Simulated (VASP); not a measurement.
# TiO2 (C2/c) in VASP: a series of runs, part 2 of 2

VASP 6.6.1.

## Step 3: Single point, r2SCAN (strain +0.0600 x Voigt [0, 0, 1, 0, 0, 0])

Input file POSCAR:

```
TiO2
1.0
    2.6711600402     -2.6712510909     -0.0213785241
    2.6711600402      2.6712510909     -0.0213785241
   -2.6353413730      0.0000000000      5.1007702210
Ti O
2 4
Direct
    0.1249747467      0.8750252533      0.2500000000
    0.8750252533      0.1249747467      0.7500000000
    0.3322819419      0.0822483592      0.6645446501
    0.6677180581      0.9177516408      0.3354553499
    0.9177516408      0.6677180581      0.8354553499
    0.0822483592      0.3322819419      0.1645446501
```

Input file INCAR.step1:

```
SYSTEM = TiO2
PREC     = Accurate       ! precision mode
ENCUT    = 520            ! plane-wave cutoff, eV
ISMEAR   = 0              ! smearing method
SIGMA    = 0.05           ! smearing width, eV
LREAL    = .FALSE.        ! projectors in reciprocal space
LASPH    = .TRUE.         ! aspherical terms in the spheres
NELM     = 80             ! most SCF steps
NBANDS   = 33             ! bands
GGA      = PE             ! functional
ALGO     = Normal         ! electronic algorithm
EDIFF    = 1E-4           ! SCF threshold, eV
LWAVE    = .TRUE.         ! write WAVECAR
LCHARG   = .FALSE.        ! write CHGCAR
```

Input file INCAR.step2:

```
SYSTEM = TiO2
PREC     = Accurate       ! precision mode
ENCUT    = 520            ! plane-wave cutoff, eV
EDIFF    = 1E-6           ! SCF threshold, eV
ISMEAR   = 0              ! smearing method
SIGMA    = 0.05           ! smearing width, eV
LREAL    = .FALSE.        ! projectors in reciprocal space
LASPH    = .TRUE.         ! aspherical terms in the spheres
NELM     = 80             ! most SCF steps
ALGO     = Normal         ! electronic algorithm
ISIF     = 2              ! what is computed and relaxed
LWAVE    = .FALSE.        ! write WAVECAR
LCHARG   = .FALSE.        ! write CHGCAR
METAGGA  = R2SCAN         ! meta-GGA
LMIXTAU  = .TRUE.       
NBANDS   = 33             ! bands
ISTART   = 1
```

Input file KPOINTS:

```
Automatic mesh
0
G
  6 6 6
  0 0 0
```

Potentials or basis: VASP PAW PBE potentials, release 64 (Ti_sv, O).

The run is started by

```console
$ cat potpaw_PBE.64/Ti_sv/POTCAR potpaw_PBE.64/O/POTCAR > POTCAR
$ cp INCAR.step1 INCAR
$ mpirun -np 1 vasp_std > vasp.out
$ cp INCAR.step2 INCAR
$ mpirun -np 1 vasp_std > vasp.out
```

OUTCAR:

```text
SYSTEM = TiO2
   PREC = Accurate
   ENCUT = 520
   EDIFF = 1E-6
   ISMEAR = 0
   LREAL = .FALSE.
   LASPH = .TRUE.
   NELM = 80
   ISIF = 2
   METAGGA = R2SCAN
   ISTART = 1

 ion  position               nearest neighbor table
   1  0.125  0.875  0.250-   4 1.94   6 1.94   6 1.94   4 1.94   3 2.11   5 2.11
   2  0.875  0.125  0.750-   5 1.94   3 1.94   5 1.94   3 1.94   6 2.11   4 2.11
   3  0.332  0.082  0.665-   2 1.94   2 1.94   1 2.11
   4  0.668  0.918  0.335-   1 1.94   1 1.94   2 2.11
   5  0.918  0.668  0.835-   2 1.94   2 1.94   1 2.11
   6  0.082  0.332  0.165-   1 1.94   1 1.94   2 2.11

  Warning from LATTYP: Got some problem with cell dimensions!
  Tried to take original basis but could not verify dimensions!
  LATTYP: Found a base centered monoclinic cell.
 ALAT       =     5.3424911798
 B/A-ratio  =     1.0000020593
 C/A-ratio  =     1.0738119912
 COS(beta)  =    -0.4647882529

  Lattice vectors:

 A1 = (  -2.6711600402,   2.6712510909,   0.0213785241)
 A2 = (  -2.6711600402,  -2.6712510909,   0.0213785241)
 A3 = (   2.7069787074,   0.0000000000,   5.0580131728)

Analysis of symmetry for initial positions (statically):
=====================================================================
 Subroutine PRICEL returns:
 Original cell was already a primitive cell.

 Routine SETGRP: Setting up the symmetry group for a
 base centered monoclinic supercell.

 Subroutine GETGRP returns: Found  4 space group operations
 (whereof  2 operations were pure point group operations)
 out of a pool of  4 trial point group operations.

The static configuration has the point symmetry S_2 .
 The point group associated with its full space group is C_2h.

Analysis of symmetry for dynamics (positions and initial velocities):
=====================================================================
 Subroutine PRICEL returns:
 Original cell was already a primitive cell.

 Routine SETGRP: Setting up the symmetry group for a
 base centered monoclinic supercell.

 Subroutine GETGRP returns: Found  4 space group operations
 (whereof  2 operations were pure point group operations)
 out of a pool of  4 trial point group operations.

The dynamic configuration has the point symmetry S_2 .
 The point group associated with its full space group is C_2h.

 Subroutine INISYM returns: Found  4 space group operations
 (whereof  2 operations are pure point group operations),
 and found     1 'primitive' translations

----------------------------------------------------------------------------------------

                                     Primitive cell

  volume of cell :      72.4905

  direct lattice vectors                    reciprocal lattice vectors
     2.671160040 -2.671251091 -0.021378524     0.187961819 -0.187178211  0.097111522
     2.671160040  2.671251091 -0.021378524     0.187961819  0.187178211  0.097111522
    -2.635341373  0.000000000  5.100770221     0.001575584  0.000000000  0.196862858

  length of vectors
     3.777715631  3.777715631  5.741330943     0.282481815  0.282481815  0.196869163

  position of ions in fractional coordinates (direct lattice)
     0.124974747  0.875025253  0.250000000
     0.875025253  0.124974747  0.750000000
     0.332281942  0.082248359  0.664544650
     0.667718058  0.917751641  0.335455350
[... 41 lines left out ...]
  0.166667  0.000000 -0.000000      4.000000
  0.333333 -0.000000  0.000000      4.000000
  0.500000  0.000000  0.000000      2.000000
  0.166667  0.166667 -0.000000      2.000000
  0.333333  0.166667 -0.000000      4.000000
[... 16 lines left out ...]
 -0.333333  0.166667  0.166667      4.000000
 -0.166667  0.166667  0.166667      4.000000
 [... further k-points ...]
   k-points           NKPTS =     68   k-points in BZ     NKDIM =     68   number of bands    NBANDS=     33
   number of dos      NEDOS =    301   number of ions     NIONS =      6
   total plane-waves  NPLWV =  37632
   dimension x,y,z NGX =    28 NGY =   28 NGZ =   48
   dimension x,y,z NGXF=    56 NGYF=   56 NGZF=   96
   ions per type =               2   4
   NGX,Y,Z   is equivalent  to a cutoff of  12.32, 12.32, 13.90 a.u.
   NGXF,Y,Z  is equivalent  to a cutoff of  24.64, 24.64, 27.80 a.u.
 SYSTEM =  TiO2
   PREC   = accura    normal or accurate (medium, high low for compatibility)
   ISTART =      1    job   : 0-new  1-cont  2-samecut
   ICHARG =      0    charge: 1-file 2-atom 10-const
   ISPIN  =      1    spin polarized calculation?
   LNONCOLLINEAR =      F non collinear calculations
   LSORBIT =      F    spin-orbit coupling
   LASPH  =      T    aspherical Exc in radial PAW
   ENCUT  =  520.0 eV  38.22 Ry    6.18 a.u.   7.02  7.02 10.68*2*pi/ulx,y,z
   NELM   =     80;   NELMIN=  2; NELMDL=  0     # of ELM steps
   EDIFF  = 0.1E-05   stopping-criterion for ELM
   LREAL  =      F    real-space projection
   EDIFFG = 0.1E-04   stopping-criterion for IOM
   NSW    =      0    number of steps for IOM
   IBRION =     -1    ionic relax: 0-MD 1-quasi-New 2-CG
   NFREE  =      0    steps in history (QN), initial steepest desc. (CG)
   ISIF   =      2    stress and relaxation
   ISYM   =      2    0-nonsym 1-usesym 2-fastsym
   POTIM  = 0.5000    time-step for ionic-motion
   TEBEG  =    0.0;   TEEND  =   0.0 temperature during run
   PSTRESS=    0.0 pullay stress
   NELECT =      48.0000    total number of electrons
   NUPDOWN=      -1.0000    fix difference up-down
   EMIN   =  10.00;   EMAX   =-10.00  energy-range for DOS
   EFERMI =   0.00;   METHOD = LEGACY
   ISMEAR =     0;   SIGMA  =   0.05  broadening in eV -4-tet -1-fermi 0-gaus
   EFERMI_NEDOS =   21; number of points for ismear=-14 and -15
   IALGO  =     38    algorithm
   IMIX   =      4    mixing-type and parameters
     AMIX     =   0.40;   BMIX     =  1.00
     AMIX_MAG =   1.60;   BMIX_MAG =  1.00
  volume/ion in A,a.u.               =      12.08        81.53
  Fermi-wavevector in a.u.,A,eV,Ry     =   1.426905  2.696459 27.702237  2.036057
  Thomas-Fermi vector in A             =   2.547132
   LORBIT       =      0    0 simple, 1 ext, 2 COOP (PROOUT), +10 PAW based schemes
   METAGGA = R2SCAN    functional components
   LHFCALC =     F    Hartree Fock is set to
   AEXX    =    0.0000 exact exchange contribution
   IVDW    =     0    specifies the selected vdW correction
   LEPSILON=     F    determine dielectric tensor
   LRPA    =     F    only Hartree local field effects (RPA)
 non-spin polarized calculation
 Gauss-broadening in eV      SIGMA  =   0.05
  energy-cutoff  :      520.00
  volume of cell :       72.49
 maximum number of plane-waves:      1967
   NGX = 15   NGY = 15   NGZ = 21

 number of electron      47.9999990 magnetization

 Free energy of the ion-electron system (eV)
  ---------------------------------------------------
  ext. energy  EPLUGINS =         0.00000000
  ---------------------------------------------------
  free energy    TOTEN  =       -69.63493005 eV

  energy without entropy =      -69.63493005  energy(sigma->0) =      -69.63493005

 E-fermi :   2.9495     XC(G=0): -11.1316

 val. band max:        2.5470560729   @ k =   0.5000   0.5000   0.0000
 cond. band min:       5.0513120454   @ k =   0.0000   0.0000   0.0000
 fundamental gap:      2.5042559725
 Fermi energy:         2.9495089476

 k-point     1 :       0.0000    0.0000    0.0000
  band No.  band energies     occupation
      1     -56.2853      2.00000
      2     -56.2496      2.00000
      3     -31.5994      2.00000
      4     -31.4175      2.00000
      5     -31.4175      2.00000
      6     -31.3755      2.00000
[... 853 lines left out ...]
     32       8.6228      0.00000
     33       9.0359      0.00000

 [... further k-points ...]

------------------------ aborting loop because EDIFF is reached ----------------------------------------

  FORCE on cell =-STRESS in cart. coord.  units (eV):
  Direction    XX          YY          ZZ          XY          YZ          ZX
  --------------------------------------------------------------------------------------
  -------------------------------------------------------------------------------------
  Total       -2.9908859     -2.9907541     -7.6276210      0.0000000      0.0000000      0.0050383
  in kB      -66.1042820    -66.1013704   -168.5849705      0.0000000      0.0000000      0.1113557
  external PRESSURE =    -100.2635410 kB  Pullay stress =       0.0000000 kB

 VOLUME and BASIS-vectors are now :
 -----------------------------------------------------------------------------
  energy-cutoff  :      520.00
  volume of cell :       72.49
      direct lattice vectors                 reciprocal lattice vectors
     2.671160040 -2.671251091 -0.021378524     0.187961819 -0.187178211  0.097111522
     2.671160040  2.671251091 -0.021378524     0.187961819  0.187178211  0.097111522
    -2.635341373  0.000000000  5.100770221     0.001575584  0.000000000  0.196862858

 POSITION                                       TOTAL-FORCE (eV/Angst)
 -----------------------------------------------------------------------------------
      2.01232      2.00357      1.25381        -0.000000      0.000930     -0.000000
      0.69465     -2.00357      3.80420         0.000000     -0.000930     -0.000000
     -0.64403     -0.66790      3.38083        -0.002992     -0.003884     -0.738048
      3.35100      0.66790      1.67719         0.002992      0.003884      0.738048
      2.03333     -0.66790      4.22757         0.002992     -0.003884      0.738048
      0.67365      0.66790      0.83044        -0.002992      0.003884     -0.738048
 -----------------------------------------------------------------------------------
    total drift:                                0.000000      0.000000     -0.000000

  FREE ENERGIE OF THE ION-ELECTRON SYSTEM (eV)
  ---------------------------------------------------
  free  energy   TOTEN  =       -69.6349300500 eV

  energy  without entropy=      -69.6349300500  energy(sigma->0) =      -69.63493005
```

It took 5.8 min on 1 thread of Intel Xeon Platinum 8559C (Emerald Rapids), shared host; peak memory 0.27 GiB.

What came out:

```yaml
Free_energy: -69.6349 eV
Pressure: -10.0 GPa
Largest_force: 0.738 eV/Å
Band_gap_on_the_k_mesh: 2.50 eV (least direct gap 2.86 eV)
```

Forces on the atoms (eV/Å):
```
Ti   0.000  0.001  0.000
Ti   0.000 -0.001  0.000
O   -0.003 -0.004 -0.738
O    0.003  0.004  0.738
O    0.003 -0.004  0.738
O   -0.003  0.004 -0.738
```

Stress tensor (GPa, compression positive):
```
 -6.61   0.00   0.01
  0.00  -6.61   0.00
  0.01   0.00 -16.86
```

Levels at points of the mesh, in eV from the valence-band top:
```tsv
k point	band 22	band 23	band 24	band 25	band 26	band 27
(0.00, 0.00, 0.00)	-0.94	-0.43	-0.43	2.50	3.02	4.22
(0.50, 0.00, 0.00)	-1.11	-0.87	-0.75	3.57	3.63	3.69
(0.50, 0.50, 0.00)	-2.07	0.00	0.00	3.38	3.39	3.84
(0.00, 0.00, 0.50)	-1.39	-0.18	-0.18	2.75	2.75	4.00
(0.50, 0.00, 0.50)	-1.11	-0.87	-0.75	3.57	3.63	3.69
(0.50, 0.50, 0.50)	-2.07	0.00	0.00	3.38	3.38	3.84
```

Caveat: the cell differs from its parent crystal (strain +0.0600 x Voigt [0, 0, 1, 0, 0, 0]); the stress differs along the axes, from -17 to -7 GPa; the PAW data sets were made with another functional, which shifts forces and pressure a little.
